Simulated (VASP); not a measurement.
The system is SiC2.

```
Si C
1.0
     2.82113    0.00000    0.00000
    -1.41056    2.44317    0.00000
     0.00000    0.00000    4.85123
Si C
1 2
Direct
  0.00000 0.00000 0.00000
  0.33333 0.66667 0.76047
  0.66667 0.33333 0.23953
```

```yaml
Program: VASP 6.6.1
Task: relaxation of cell and atoms
Functional: PBE
Dispersion: D3(BJ)
Potentials_or_basis: VASP PAW PBE potentials, release 64 (Si, C)
Cutoff: 600 eV
k_mesh: 6 × 6 × 4
Occupations: gaussian, width 0.1 eV
Spin: no spin polarisation
```

At the start: pressure -6.8 GPa; volume 11.15 Å³/atom.

Problem. How do energy, volume and symmetry change on relaxing?

Solution. Over 56 steps the energy falls by 1995.5 meV/atom and the volume is 11.78 Å³/atom (+5.7 %); space group P6/mmm (No. 191, to 0.05 Å).

Step by step:
```csv
step,energy change (eV),largest force (eV/Å),pressure (GPa),volume (Å³)
1,0.0000,0.9096,-6.82,33.44
3,-0.7114,0.6304,12.77,30.01
5,-0.7977,1.3322,20.33,28.96
7,-1.1219,1.4408,8.30,29.44
9,-1.1827,1.0788,1.79,29.89
11,-1.2297,0.5483,-7.49,30.77
13,-1.3706,0.3689,-6.47,28.88
15,-1.4889,0.8648,-1.88,25.85
17,-1.8151,0.5386,8.73,23.01
19,-1.8767,0.1743,2.09,23.66
21,-1.8810,0.2209,0.54,23.79
23,-1.8867,0.3117,-2.62,24.05
25,-1.9072,0.3173,-0.89,23.80
27,-1.9459,0.2148,12.01,22.67
29,-2.0704,0.1771,32.32,21.62
31,-0.6581,0.9035,200.24,17.34
33,-2.3976,0.4389,74.24,20.23
35,-3.2340,0.2627,43.16,21.85
37,-4.0714,2.7609,-20.08,29.05
39,-4.4089,2.4484,-13.44,27.93
41,-5.3245,0.3731,42.51,27.88
43,-5.4754,0.9894,28.69,28.00
45,-5.8291,1.4694,11.52,32.19
47,-5.9237,0.7342,3.37,32.92
49,-5.9515,0.1916,0.28,33.53
51,-5.9704,0.2203,1.50,33.95
53,-5.9861,0.0531,0.56,35.19
55,-5.9861,0.0025,-0.67,35.43
56,-5.9864,0.0311,-0.08,35.33
```

Final structure:
```xyz
3
Lattice="2.4676 0.0000 0.0000 -1.2338 2.1370 0.0000 0.0000 0.0000 6.6995" Properties=species:S:1:pos:R:3 pbc="T T T"
Si    0.0000    0.0000    0.0000
C     0.0000    1.4246    3.3487
C     1.2338    0.7123    3.3507
```

Caveat: the k points lie up to 0.49 Å⁻¹ apart in the final cell; pairwise dispersion overbinds metals, which lowers pressure and volume.
